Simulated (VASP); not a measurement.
Input of a VASP 6.6.1 run:

The input INCAR:

```
ALGO     = Normal         # electronic algorithm
EDIFF    = 1E-6           # SCF threshold, eV
ENCUT    = 520            # plane-wave cutoff, eV
GGA      = PE             # functional
ISIF     = 2              # what is computed and relaxed
ISMEAR   = 0              # smearing method
LASPH    = T              # aspherical terms in the spheres
LCHARG   = F              # write CHGCAR
LREAL    = F              # projectors in reciprocal space
LWAVE    = F              # write WAVECAR
NBANDS   = 11             # bands
NELM     = 80             # most SCF steps
PREC     = Accurate       # precision mode
SIGMA    = 0.01           # smearing width, eV
```

Contents of KPOINTS:

```
k-points
0
Gamma
  6 6 6
```

File POSCAR:

```
AlN
1.0
    0.0000000000      2.2067251766      2.1614008355
    2.2067251766      0.0000000000      2.1614008355
    2.2067251766      2.2067251766      0.0000000000
Al N
1 1
Direct
    0.0000000000      0.0000000000      0.0000000000
    0.2500000000      0.2500000000      0.2500000000
```

Potentials or basis: VASP PAW PBE potentials, release 64 (Al, N).

Command:

```console
$ cat potpaw_PBE.64/Al/POTCAR potpaw_PBE.64/N/POTCAR > POTCAR
$ mpirun -np 1 vasp_std > vasp.out
```

Question: What does it give for the band gap on the k mesh?

Answer: 3.20 eV, indirect (least direct gap 4.05 eV).

Question: What does it give for the pressure?

Answer: 2.4 GPa.

Stress tensor (GPa, compression positive):
```
1.55 0.00 0.00
0.00 1.55 0.00
0.00 0.00 4.12
```

Caveat: the cell differs from its parent crystal (epitaxial xy strain +1.0%). A k mesh can miss the band edges.
